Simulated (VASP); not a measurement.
Write the native input for VASP 6.6.1 that does the following.

```
Task                   : single point
Functional             : r2SCAN
Potentials or basis    : VASP PAW PBE potentials, release 64 (Cd, F)
Cutoff                 : 520 eV
k mesh                 : 9 × 9 × 9
Occupations            : gaussian, width 0.02 eV
Spin                   : no spin polarisation
Dipole correction      : no
Further INCAR settings : ALGO = Normal; EDIFF = 1e-06; NBANDS = 20
```

The system is CdF2.

```
CELL_PARAMETERS angstrom
1.92471 1.11123 3.14481
-1.92471 1.11123 3.14481
0.00000 -2.22246 3.14481
ATOMIC_POSITIONS crystal
Cd 0.00000 0.00000 0.00000
F 0.75001 0.75001 0.75001
F 0.24999 0.24999 0.24999
```

These files were run (other wordings do the same):

POSCAR

```
CdF2
1.0
    1.9247055084      1.1112292434      3.1448134107
   -1.9247055084      1.1112292434      3.1448134107
    0.0000000000     -2.2224584868      3.1448134107
Cd F
1 2
Direct
    0.0000000000      0.0000000000      0.0000000000
    0.7500104912      0.7500104912      0.7500104912
    0.2499895088      0.2499895088      0.2499895088
```

INCAR.step1

```
SYSTEM = CdF2
ALGO = Normal ; EDIFF = 1E-4
ENCUT = 520 ; GGA = PE
ISMEAR = 0 ; LASPH = .TRUE.
LCHARG = .FALSE. ; LREAL = .FALSE.
LWAVE = .TRUE. ; NBANDS = 20
NELM = 100 ; PREC = Accurate
SIGMA = 0.02
```

INCAR.step2

```
SYSTEM = CdF2
ALGO = Normal ; EDIFF = 1E-6
ENCUT = 520 ; ISIF = 2
ISMEAR = 0 ; ISTART = 1
LASPH = .TRUE. ; LCHARG = .FALSE.
LMIXTAU = .TRUE. ; LREAL = .FALSE.
LWAVE = .FALSE. ; METAGGA = R2SCAN
NBANDS = 20 ; NELM = 100
PREC = Accurate ; SIGMA = 0.02
```

KPOINTS

```
k-points
0
G
  9 9 9
  0 0 0
```

Potentials or basis: VASP PAW PBE potentials, release 64 (Cd, F).

Run with:

```bash
$ cat potpaw_PBE.64/Cd/POTCAR potpaw_PBE.64/F/POTCAR > POTCAR
$ cp INCAR.step1 INCAR
$ mpirun -np 1 vasp_std > vasp.out
$ cp INCAR.step2 INCAR
$ mpirun -np 1 vasp_std > vasp.out
```

Results of the run:

- Pressure: -2.5 GPa
- Band gap on the k mesh: 3.66 eV (least direct gap 4.18 eV)

Caveat: the PAW data sets were made with another functional, which shifts forces and pressure a little.

Wall time 2.2 min on 1 thread of Intel(R) Xeon(R) 6975P-C (Granite Rapids) (shared host), peak memory 0.21 GiB.
